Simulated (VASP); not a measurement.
Set up this calculation in VASP 6.6.1, as the native input.

```yaml
Task: single point
Functional: PBE
Potentials_or_basis: VASP PAW PBE potentials, release 64 (Zn, O)
Cutoff: 520 eV
k_mesh: 6 × 6 × 6
Occupations: gaussian, width 0.1 eV
Spin: no spin polarisation
Dipole_correction: no
Further_INCAR_settings: ALGO = Normal; EDIFF = 1e-06; NBANDS = 32
```

The structure of Zn3O2 lies in POSCAR:

```
Zn3O2
1.0
    1.5354499553      0.8864924450      7.1175894086
   -1.5354499553      0.8864924450      7.1175894086
    0.0000000000     -1.7729848900      7.1175894086
Zn O
3 2
Direct
    0.0000000000      0.0000000000      0.0000000000
    0.2095000000      0.2095000000      0.2095000000
    0.7905000000      0.7905000000      0.7905000000
    0.4000000000      0.4000000000      0.4000000000
    0.6000000000      0.6000000000      0.6000000000
```

The input as run:

INCAR

```
ALGO     = Normal         # electronic algorithm
EDIFF    = 1E-6           # SCF threshold, eV
ENCUT    = 520            # plane-wave cutoff, eV
GGA      = PE             # functional
ISIF     = 2              # what is computed and relaxed
ISMEAR   = 0              # smearing method
LASPH    = T              # aspherical terms in the spheres
LCHARG   = F              # write CHGCAR
LREAL    = F              # projectors in reciprocal space
LWAVE    = F              # write WAVECAR
NBANDS   = 32             # bands
NELM     = 80             # most SCF steps
PREC     = Accurate       # precision mode
SIGMA    = 0.1            # smearing width, eV
```

KPOINTS

```
k-points
0
Gamma
  6 6 6
```

Potentials or basis: VASP PAW PBE potentials, release 64 (Zn, O).

Run with:

```bash
$ cat potpaw_PBE.64/Zn/POTCAR potpaw_PBE.64/O/POTCAR > POTCAR
$ mpirun -np 1 vasp_std > vasp.out
```

Results of the run:

```yaml
Pressure: -1.7 GPa
Largest_force: 1.490 eV/Å
Band_gap_on_the_k_mesh: zero (bands 24 and 25 overlap by 1.30 eV)
```

Caveat: the k points lie up to 0.40 Å⁻¹ apart, too coarse for converged energies and pressures of a metal; forces of over 1 eV/Å act on the atoms, so gaps and moduli don't describe the material at rest.

Run time: 2.9 min on 1 thread of Intel(R) Xeon(R) 6975P-C (Granite Rapids), on a shared host, peak memory 0.39 GiB.
